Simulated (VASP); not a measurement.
# Cd7W (Fm-3m) in VASP: notebook

Cd7W is run at these levels: PBE; tasks: single point, relaxation of cell and atoms.

All numbers are computed with VASP 6.6.1; they aren't measurements. Logs are shortened: lines on timing, memory, paths and dates and some standing lists are left out, and cuts for length are marked.

## Step 1: The cell of the first run

It takes space group Fm-3m (No. 225, cubic). The conventional cell has a = 9.712 Å, b = 9.712 Å, c = 9.712 Å, α = 90.00°, β = 90.00°, γ = 90.00°. Cd (site symmetry mmm) has 10 Cd at 3.43 Å and 2 W at 3.43 Å within 4.5 Å. Within 4.5 Å of Cd (site symmetry m-3m) lie 12 Cd at 3.43 Å. Within 4.5 Å of W (site symmetry m-3m) lie 12 Cd at 3.43 Å.

The cell was generated, and may not be a known phase.

## Step 2: Single point, PBE

Contents of INCAR:

```
SYSTEM = Cd7W
ALGO = Fast
EDIFF = 1E-6
ENCUT = 520
GGA = PE
ISIF = 2
ISMEAR = 0
LASPH = .TRUE.
LCHARG = .FALSE.
LREAL = .FALSE.
LWAVE = .FALSE.
NBANDS = 59
NELM = 100
PREC = Accurate
SIGMA = 0.1
```

Contents of KPOINTS:

```
k-points
0
G
  4 4 4
  0 0 0
```

Contents of POSCAR:

```
Cd7W
1.0
    0.0000000000      4.8561069200      4.8561069200
    4.8561069200      0.0000000000      4.8561069200
    4.8561069200      4.8561069200      0.0000000000
Cd W
7 1
Direct
    0.5000000000      0.0000000000      0.0000000000
    0.0000000000      0.5000000000      0.5000000000
    0.0000000000      0.5000000000      0.0000000000
    0.5000000000      0.0000000000      0.5000000000
    0.0000000000      0.0000000000      0.5000000000
    0.5000000000      0.5000000000      0.0000000000
    0.0000000000      0.0000000000      0.0000000000
    0.5000000000      0.5000000000      0.5000000000
```

Potentials or basis: VASP PAW PBE potentials, release 64 (Cd, W_sv).

On the command line:

```sh
$ cat potpaw_PBE.64/Cd/POTCAR potpaw_PBE.64/W_sv/POTCAR > POTCAR
$ mpirun -np 1 vasp_std > vasp.out
```

OUTCAR:

```text
SYSTEM = Cd7W
   EDIFF = 1E-6
   ENCUT = 520
   GGA = PE
   ISIF = 2
   ISMEAR = 0
   LASPH = .TRUE.
   LREAL = .FALSE.
   NELM = 100
   PREC = Accurate

 ion  position               nearest neighbor table
   1  0.500  0.000  0.000-   4 3.43   6 3.43   7 3.43   4 3.43   5 3.43   8 3.43   3 3.43   6 3.43
                             8 3.43   3 3.43   5 3.43   7 3.43
   2  0.000  0.500  0.500-   3 3.43   5 3.43   8 3.43   3 3.43   6 3.43   7 3.43   4 3.43   5 3.43
                             7 3.43   4 3.43   6 3.43   8 3.43
   3  0.000  0.500  0.000-   2 3.43   6 3.43   7 3.43   2 3.43   5 3.43   8 3.43   1 3.43   5 3.43
                             7 3.43   1 3.43   6 3.43   8 3.43
   4  0.500  0.000  0.500-   1 3.43   5 3.43   8 3.43   1 3.43   6 3.43   7 3.43   2 3.43   6 3.43
                             8 3.43   2 3.43   5 3.43   7 3.43
   5  0.000  0.000  0.500-   2 3.43   4 3.43   7 3.43   1 3.43   3 3.43   7 3.43   2 3.43   3 3.43
                             8 3.43   1 3.43   4 3.43   8 3.43
   6  0.500  0.500  0.000-   1 3.43   3 3.43   8 3.43   2 3.43   4 3.43   8 3.43   1 3.43   4 3.43
                             7 3.43   2 3.43   3 3.43   7 3.43
   7  0.000  0.000  0.000-   1 3.43   3 3.43   5 3.43   2 3.43   4 3.43   5 3.43   2 3.43   3 3.43
                             6 3.43   1 3.43   4 3.43   6 3.43
   8  0.500  0.500  0.500-   2 3.43   4 3.43   6 3.43   1 3.43   3 3.43   6 3.43   1 3.43   4 3.43
                             5 3.43   2 3.43   3 3.43   5 3.43

  LATTYP: Found a face centered cubic cell.
 ALAT       =     9.7122138400

  Lattice vectors:

 A1 = (   0.0000000000,   4.8561069200,   4.8561069200)
 A2 = (   4.8561069200,   0.0000000000,   4.8561069200)
 A3 = (   4.8561069200,   4.8561069200,   0.0000000000)

Analysis of symmetry for initial positions (statically):
=====================================================================
 Subroutine PRICEL returns:
 Original cell was already a primitive cell.

 Routine SETGRP: Setting up the symmetry group for a
 face centered cubic supercell.

 Subroutine GETGRP returns: Found 48 space group operations
 (whereof 48 operations were pure point group operations)
 out of a pool of 48 trial point group operations.

The static configuration has the point symmetry O_h .

Analysis of symmetry for dynamics (positions and initial velocities):
=====================================================================
 Subroutine PRICEL returns:
 Original cell was already a primitive cell.

 Routine SETGRP: Setting up the symmetry group for a
 face centered cubic supercell.

 Subroutine GETGRP returns: Found 48 space group operations
 (whereof 48 operations were pure point group operations)
 out of a pool of 48 trial point group operations.

The dynamic configuration has the point symmetry O_h .

 Subroutine INISYM returns: Found 48 space group operations
 (whereof 48 operations are pure point group operations),
 and found     1 'primitive' translations

----------------------------------------------------------------------------------------

                                     Primitive cell

  volume of cell :     229.0312

  direct lattice vectors                    reciprocal lattice vectors
     0.000000000  4.856106920  4.856106920    -0.102963137  0.102963137  0.102963137
     4.856106920  0.000000000  4.856106920     0.102963137 -0.102963137  0.102963137
     4.856106920  4.856106920  0.000000000     0.102963137  0.102963137 -0.102963137

  length of vectors
     6.867572267  6.867572267  6.867572267     0.178337384  0.178337384  0.178337384

  position of ions in fractional coordinates (direct lattice)
     0.500000000  0.000000000  0.000000000
     0.000000000  0.500000000  0.500000000
     0.000000000  0.500000000  0.000000000
     0.500000000  0.000000000  0.500000000
     0.000000000  0.000000000  0.500000000
     0.500000000  0.500000000  0.000000000
     0.000000000  0.000000000  0.000000000
     0.500000000  0.500000000  0.500000000

  ion indices of the primitive-cell ions
   primitive index   ion index
                 1           1
                 2           2
                 3           3
                 4           4
                 5           5
                 6           6
                 7           7
                 8           8

----------------------------------------------------------------------------------------

 KPOINTS: k-points

Automatic generation of k-mesh.
 Grid dimensions read from file:
 generate k-points for:    4    4    4

 Generating k-lattice:

  Cartesian coordinates                     Fractional coordinates (reciprocal lattice)
    -0.025740784  0.025740784  0.025740784     0.250000000  0.000000000  0.000000000
     0.025740784 -0.025740784  0.025740784     0.000000000  0.250000000  0.000000000
     0.025740784  0.025740784 -0.025740784     0.000000000  0.000000000  0.250000000

  Length of vectors
     0.044584346  0.044584346  0.044584346

  Shift w.r.t. Gamma in fractional coordinates (k-lattice)
     0.000000000  0.000000000  0.000000000

 Subroutine IBZKPT returns following result:
 ===========================================

 Found      8 irreducible k-points:

 Following reciprocal coordinates:
            Coordinates               Weight
  0.000000  0.000000  0.000000      1.000000
  0.250000  0.000000  0.000000      8.000000
  0.500000  0.000000  0.000000      4.000000
  0.250000  0.250000  0.000000      6.000000
  0.500000  0.250000  0.000000     24.000000
 -0.250000  0.250000  0.000000     12.000000
  0.500000  0.500000  0.000000      3.000000
 -0.250000  0.500000  0.250000      6.000000
   k-points           NKPTS =      8   k-points in BZ     NKDIM =      8   number of bands    NBANDS=     59
   number of dos      NEDOS =    301   number of ions     NIONS =      8
   total plane-waves  NPLWV = 157464
   dimension x,y,z NGX =    54 NGY =   54 NGZ =   54
   dimension x,y,z NGXF=   108 NGYF=  108 NGZF=  108
   ions per type =               7   1
   NGX,Y,Z   is equivalent  to a cutoff of  13.07, 13.07, 13.07 a.u.
   NGXF,Y,Z  is equivalent  to a cutoff of  26.14, 26.14, 26.14 a.u.
 SYSTEM =  Cd7W
   PREC   = accura    normal or accurate (medium, high low for compatibility)
   ISTART =      0    job   : 0-new  1-cont  2-samecut
   ICHARG =      2    charge: 1-file 2-atom 10-const
   ISPIN  =      1    spin polarized calculation?
   LNONCOLLINEAR =      F non collinear calculations
   LSORBIT =      F    spin-orbit coupling
   LASPH  =      T    aspherical Exc in radial PAW
   ENCUT  =  520.0 eV  38.22 Ry    6.18 a.u.  12.77 12.77 12.77*2*pi/ulx,y,z
   NELM   =    100;   NELMIN=  2; NELMDL= -5     # of ELM steps
   EDIFF  = 0.1E-05   stopping-criterion for ELM
   LREAL  =      F    real-space projection
   EDIFFG = 0.1E-04   stopping-criterion for IOM
   NSW    =      0    number of steps for IOM
   IBRION =     -1    ionic relax: 0-MD 1-quasi-New 2-CG
   NFREE  =      0    steps in history (QN), initial steepest desc. (CG)
   ISIF   =      2    stress and relaxation
   ISYM   =      2    0-nonsym 1-usesym 2-fastsym
   POTIM  = 0.5000    time-step for ionic-motion
   TEBEG  =    0.0;   TEEND  =   0.0 temperature during run
   PSTRESS=    0.0 pullay stress
   NELECT =      98.0000    total number of electrons
   NUPDOWN=      -1.0000    fix difference up-down
   EMIN   =  10.00;   EMAX   =-10.00  energy-range for DOS
   EFERMI =   0.00;   METHOD = LEGACY
   ISMEAR =     0;   SIGMA  =   0.10  broadening in eV -4-tet -1-fermi 0-gaus
   EFERMI_NEDOS =   21; number of points for ismear=-14 and -15
   IALGO  =     68    algorithm
   IMIX   =      4    mixing-type and parameters
     AMIX     =   0.40;   BMIX     =  1.00
     AMIX_MAG =   1.60;   BMIX_MAG =  1.00
  volume/ion in A,a.u.               =      28.63       193.20
  Fermi-wavevector in a.u.,A,eV,Ry     =   1.233631  2.331225 20.705965  1.521846
  Thomas-Fermi vector in A             =   2.368354
   LORBIT       =      0    0 simple, 1 ext, 2 COOP (PROOUT), +10 PAW based schemes
   GGA     = PE    functional components
   LHFCALC =     F    Hartree Fock is set to
   AEXX    =    0.0000 exact exchange contribution
   IVDW    =     0    specifies the selected vdW correction
   LEPSILON=     F    determine dielectric tensor
   LRPA    =     F    only Hartree local field effects (RPA)
 non-spin polarized calculation
 RMM-DIIS sequential band-by-band and
 Gauss-broadening in eV      SIGMA  =   0.10
  energy-cutoff  :      520.00
  volume of cell :      229.03
 maximum number of plane-waves:      6218
 NGX is ok and might be reduce to    54
   NGX = 25   NGY = 25   NGZ = 25

 number of electron      97.9999967 magnetization

 Free energy of the ion-electron system (eV)
  ---------------------------------------------------
  ext. energy  EPLUGINS =         0.00000000
  ---------------------------------------------------
  free energy    TOTEN  =       -12.93590013 eV

  energy without entropy =      -12.91987365  energy(sigma->0) =      -12.92788689

 E-fermi :   1.4069     XC(G=0):  -9.7455

 val. band max:        1.3832241790   @ k =  -0.2500   0.5000   0.2500
 cond. band min:       1.4223328658   @ k =   0.5000   0.5000   0.0000
 fundamental gap:      0.0391086867
 Fermi energy:         1.4068675460

 k-point     1 :       0.0000    0.0000    0.0000
  band No.  band energies     occupation
      1     -72.9039      2.00000
      2     -36.9967      2.00000
      3     -36.9967      2.00000
      4     -36.9967      2.00000
      5      -7.3305      2.00000
      6      -7.3305      2.00000
[... 51 lines left out ...]
     58       3.4472      0.00000
     59       3.4472      0.00000

 k-point     2 :       0.2500    0.0000    0.0000
  band No.  band energies     occupation
      1     -72.9039      2.00000
      2     -36.9967      2.00000
      3     -36.9967      2.00000
      4     -36.9967      2.00000
      5      -7.2873      2.00000
      6      -7.2752      2.00000
[... 361 lines left out ...]
     58       5.4297      0.00000
     59       5.5093      0.00000

 k-point     8 :      -0.2500    0.5000    0.2500
  band No.  band energies     occupation
      1     -72.9039      2.00000
      2     -36.9967      2.00000
      3     -36.9967      2.00000
      4     -36.9967      2.00000
      5      -7.1515      2.00000
      6      -7.1257      2.00000
[... 51 lines left out ...]
     58       4.8197      0.00000
     59       5.0739      0.00000

------------------------ aborting loop because EDIFF is reached ----------------------------------------

  FORCE on cell =-STRESS in cart. coord.  units (eV):
  Direction    XX          YY          ZZ          XY          YZ          ZX
  --------------------------------------------------------------------------------------
  -------------------------------------------------------------------------------------
  Total      -14.3034225    -14.3034225    -14.3034225     -0.0000000      0.0000000     -0.0000000
  in kB     -100.0589251   -100.0589251   -100.0589251     -0.0000000      0.0000000     -0.0000000
  external PRESSURE =    -100.0589251 kB  Pullay stress =       0.0000000 kB

 VOLUME and BASIS-vectors are now :
 -----------------------------------------------------------------------------
  energy-cutoff  :      520.00
  volume of cell :      229.03
      direct lattice vectors                 reciprocal lattice vectors
     0.000000000  4.856106920  4.856106920    -0.102963137  0.102963137  0.102963137
     4.856106920  0.000000000  4.856106920     0.102963137 -0.102963137  0.102963137
     4.856106920  4.856106920  0.000000000     0.102963137  0.102963137 -0.102963137

 POSITION                                       TOTAL-FORCE (eV/Angst)
 -----------------------------------------------------------------------------------
      0.00000      2.42805      2.42805        -0.000000      0.000000     -0.000000
      4.85611      2.42805      2.42805        -0.000000      0.000000      0.000000
      2.42805      0.00000      2.42805        -0.000000      0.000000      0.000000
      2.42805      4.85611      2.42805        -0.000000     -0.000000      0.000000
      2.42805      2.42805      0.00000        -0.000000     -0.000000     -0.000000
      2.42805      2.42805      4.85611         0.000000      0.000000     -0.000000
      0.00000      0.00000      0.00000        -0.000000      0.000000     -0.000000
      4.85611      4.85611      4.85611         0.000000      0.000000     -0.000000
 -----------------------------------------------------------------------------------
    total drift:                               -0.000000      0.000000     -0.000000

  FREE ENERGIE OF THE ION-ELECTRON SYSTEM (eV)
  ---------------------------------------------------
  free  energy   TOTEN  =       -12.9359001264 eV

  energy  without entropy=      -12.9198736523  energy(sigma->0) =      -12.92788689
```

It took 1.8 min on 1 thread of Intel Xeon 6975P-C (Granite Rapids), shared host; peak memory 0.41 GiB.

What came out:

| Quantity | Value |
| --- | --- |
| Free energy | -12.9359 eV |
| Pressure | -10.0 GPa |
| Band gap on the k mesh | zero (bands 49 and 50 overlap by 0.66 eV) |

Levels at points of the mesh, in eV from the Fermi level:
| k point | band 45 | band 46 | band 47 | band 48 | band 49 | band 50 | band 51 | band 52 | band 53 | band 54 |
| --- | --- | --- | --- | --- | --- | --- | --- | --- | --- | --- |
| (0.00, 0.00, 0.00) | -1.01 | -1.01 | -1.01 | -1.01 | -0.64 | -0.64 | 0.19 | 0.19 | 0.19 | 1.24 |
| (0.50, 0.00, 0.00) | -1.80 | -1.67 | -1.67 | -0.43 | -0.43 | 0.75 | 0.84 | 0.84 | 1.82 | 2.01 |
| (0.50, 0.50, 0.00) | -2.91 | -0.48 | -0.48 | -0.18 | 0.02 | 0.78 | 1.16 | 2.05 | 2.43 | 2.43 |

Caveat: the cell stands under tension; spin-orbit coupling is left out, which moves the levels of the heavy elements.

## Step 3: Single point, PBE

This run uses another cell than the first one, of 20.61 Å³/atom.

Contents of INCAR:

```
ALGO = Normal ; EDIFF = 1E-7
ENCUT = 520 ; GGA = PE
ISIF = 2 ; ISMEAR = 0
LASPH = T ; LCHARG = F
LREAL = F ; LWAVE = F
NBANDS = 59 ; NELM = 60
PREC = Accurate ; SIGMA = 0.1
```

Contents of KPOINTS:

```
k-points
0
Gamma
  4 4 4
```

Edit POSCAR of step 2 so:

```diff
@@ -2,5 +2,5 @@
 1.0
-    0.0000000000      4.8561069200      4.8561069200
-    4.8561069200      0.0000000000      4.8561069200
-    4.8561069200      4.8561069200      0.0000000000
+    0.0000000000      4.3523482050      4.3523482050
+    4.3523482050      0.0000000000      4.3523482050
+    4.3523482050      4.3523482050      0.0000000000
 Cd W
```

Potentials or basis: VASP PAW PBE potentials, release 64 (Cd, W_sv).

On the command line:

```sh
$ cat potpaw_PBE.64/Cd/POTCAR potpaw_PBE.64/W_sv/POTCAR > POTCAR
$ mpirun -np 1 vasp_std > vasp.out
```

Wall time 60 s (1 thread of Intel Xeon 6975P-C (Granite Rapids), shared host); peak memory 0.35 GiB.

It converged, with:

```yaml
Free_energy: -15.7768 eV
Pressure: 0.3 GPa
Band_gap_on_the_k_mesh: zero (bands 49 and 50 overlap by 0.49 eV)
```

Levels at points of the mesh, in eV from the Fermi level:
```csv
k point,band 47,band 48,band 49,band 50,band 51,band 52
"(0.00, 0.00, 0.00)",-2.04,-0.61,-0.61,-0.38,-0.34,-0.34
"(0.50, 0.00, 0.00)",-1.86,-0.82,-0.82,1.12,1.12,1.25
"(0.50, 0.50, 0.00)",-0.92,-0.43,0.10,1.16,2.56,2.83
```

Caveat: spin-orbit coupling is left out, which moves the levels of the heavy elements.

(Continued in part 2 of 2.)

The gap in the log of VASP goes by the Fermi energy; the results here count the filled bands.